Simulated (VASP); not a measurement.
The system is Cu3N.

```
Cu N
1.0
     3.78937    0.00000    0.00000
     0.00000    3.78937    0.00000
     0.00000    0.00000    3.78937
Cu N
3 1
Direct
  0.50000 0.00000 0.00000
  0.00000 0.50000 0.00000
  0.00000 0.00000 0.50000
  0.00000 0.00000 0.00000
```

Base run:

- Program: VASP 6.6.1
- Functional: PBE
- Potentials or basis: VASP PAW PBE potentials, release 64 (Cu, N)
- Cutoff: 600 eV
- k mesh: 4 × 4 × 4
- Occupations: fermi-dirac, width 0.02 eV
- Spin: no spin polarisation

Its results: band gap on the k mesh 0.12 eV (least direct gap 0.66 eV); pressure 5.3 GPa.

**Question.** The run is repeated on the same cell with these changes: k mesh from 4 × 4 × 4, through Γ to 4 × 4 × 4, shifted. What comes out?

**Answer.** Band gap on the k mesh 2.00 eV (least direct gap 2.25 eV); pressure 4.2 GPa.

Caveats: the cell stands under pressure; semilocal functionals underestimate gaps, and a narrow one can read as zero (at least some runs); a shifted mesh leaves out Γ, where band edges can lie (at least some runs).

A k mesh can miss the band edges.
